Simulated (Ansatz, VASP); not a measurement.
# Cd2C in VASP and in Ansatz

```
CELL_PARAMETERS angstrom
3.85716 0.00000 0.00000
-1.92858 3.34040 0.00000
0.00000 0.00000 4.65834
ATOMIC_POSITIONS crystal
Cd 0.33333 0.66667 0.04353
Cd 0.66667 0.33333 0.04353
C 0.00000 0.00000 0.76334
```

Alike in both runs: task single point; functional PBE; k mesh 6 × 6 × 4; occupations gaussian, width 0.1 eV; collinear spin.

|  | VASP | Ansatz |
| --- | --- | --- |
| version | VASP 6.6.1 | Ansatz 0.2.0 |
| potentials or method | VASP PAW PBE potentials, release 64 (Cd_sv_GW, C), cutoff 700 eV | scalar-relativistic, plane waves, PAW |
| valence electrons in the cell | 44 | 44 |

|  | VASP | Ansatz | Ansatz less VASP |
| --- | --- | --- | --- |
| gap on the k mesh at the Fermi level (eV) | none | none | - |
| rms of the force components (eV/Å) | 0.691 | 0.693 | +0.0022 |
| net moment per atom (μB) | 0.04 | 0.04 | -0.001 |
| size of the moment on the site where the two differ most (μB) | 0.06 | 0.09 | +0.032 |

Site moments also hang on the region over which each program counts them. Atom by atom the forces differ by 0.002 eV/Å (rms over components). A gap of «none» marks a metal or a gap that the smearing closes. With one functional, cell and mesh, what is left measures potentials, basis and numerics.
